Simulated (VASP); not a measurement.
Input of a VASP 6.6.1 run:

File POSCAR:

```
GaN
1.0
    3.1800000000      0.0000000000      0.0000000000
   -1.5900000000      2.7539607840      0.0000000000
    0.0000000000      0.0000000000      5.1660000000
Ga N
2 2
Direct
    0.6666666667      0.3333333333      0.5000000000
    0.3333333333      0.6666666667      0.0000000000
    0.6666666667      0.3333333333      0.8750000000
    0.3333333333      0.6666666667      0.3750000000
```

INCAR.step1

```
SYSTEM = GaN
PREC     = Accurate       ! precision mode
ENCUT    = 520            ! plane-wave cutoff, eV
EDIFF    = 1E-5           ! SCF threshold, eV
ISMEAR   = -1             ! smearing method
SIGMA    = 0.05           ! smearing width, eV
LREAL    = .FALSE.        ! projectors in reciprocal space
LASPH    = .TRUE.         ! aspherical terms in the spheres
NELM     = 60             ! most SCF steps
ALGO     = Normal         ! electronic algorithm
ISIF     = 2              ! what is computed and relaxed
LWAVE    = .TRUE.         ! write WAVECAR
GGA      = PE             ! functional
NBANDS   = 26             ! bands
```

Contents of INCAR.step2:

```
SYSTEM = GaN
PREC     = Accurate       ! precision mode
ENCUT    = 520            ! plane-wave cutoff, eV
EDIFF    = 1E-6           ! SCF threshold, eV
ISMEAR   = -1             ! smearing method
SIGMA    = 0.05           ! smearing width, eV
LREAL    = .FALSE.        ! projectors in reciprocal space
LASPH    = .TRUE.         ! aspherical terms in the spheres
NELM     = 60             ! most SCF steps
ALGO     = Normal         ! electronic algorithm
ISIF     = 2              ! what is computed and relaxed
LWAVE    = .FALSE.        ! write WAVECAR
LCHARG   = .TRUE.         ! write CHGCAR
GGA      = PS             ! functional
LHFCALC  = .TRUE.         ! exact exchange
AEXX     = 0.25           ! exact-exchange fraction
PRECFOCK = Normal       
LELF     = .TRUE.         ! ELF
LVHAR    = .TRUE.       
ISTART   = 1            
NBANDS   = 26             ! bands
```

KPOINTS

```
regular mesh
0
G
  6 6 3
  0 0 0
```

Potentials or basis: VASP PAW PBE potentials, release 64 (Ga_d, N).

The run is started by

```bash
$ cat potpaw_PBE.64/Ga_d/POTCAR potpaw_PBE.64/N/POTCAR > POTCAR
$ cp INCAR.step1 INCAR
$ mpirun -np 1 vasp_std > vasp.out
$ cp INCAR.step2 INCAR
$ mpirun -np 1 vasp_std > vasp.out
```

Q: Predict the largest force.

A: 0.150 eV/Å.

Q: What does it give for the band gap on the k mesh?

A: 3.93 eV.

Q: Predict the pressure.

A: -3.7 GPa.

Forces in eV/Å, atoms in the order of the input:
```
Ga   0.000  0.000 -0.150
Ga   0.000  0.000 -0.150
N    0.000  0.000  0.150
N    0.000  0.000  0.150
```

Caveat: the cell stands under tension; the PAW data sets were made with another functional, which shifts forces and pressure a little.
